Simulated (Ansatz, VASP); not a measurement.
One calculation of Ru, two programs

```
Ru
1.0
     0.00000    1.88405    1.88405
     1.88405    0.00000    1.88405
     1.88405    1.88405    0.00000
Ru
1
Direct
  0.00000 0.00000 0.00000
```

Alike in both runs: functional PBEsol; k mesh 18 × 18 × 18; occupations gaussian, width 0.1 eV; no spin polarisation.

Ansatz relaxed the structure, and its values are those at the end. VASP's run is a single point on that final structure, the one shown.

```csv
,VASP,Ansatz
version,VASP 6.6.1,Ansatz 0.2.0
potentials or method,"VASP PAW PBE potentials, release 64 (Ru_pv), cutoff 520 eV","scalar-relativistic, plane waves, PAW"
valence electrons in the cell,14,16
```

```tsv
	VASP	Ansatz	Ansatz less VASP
gap on the k mesh at the Fermi level (eV)	none	none	-
pressure (GPa)	-0.1	0.0	+0.10
```

VASP's potentials were made for PBE, not for PBEsol. A gap of «none» marks a metal or a gap that the smearing closes. With one functional, cell and mesh, what is left measures potentials, basis and numerics. VASP's potentials hold 14 valence electrons a cell and Ansatz's 16, so a difference there can come from the potentials and not from the codes.
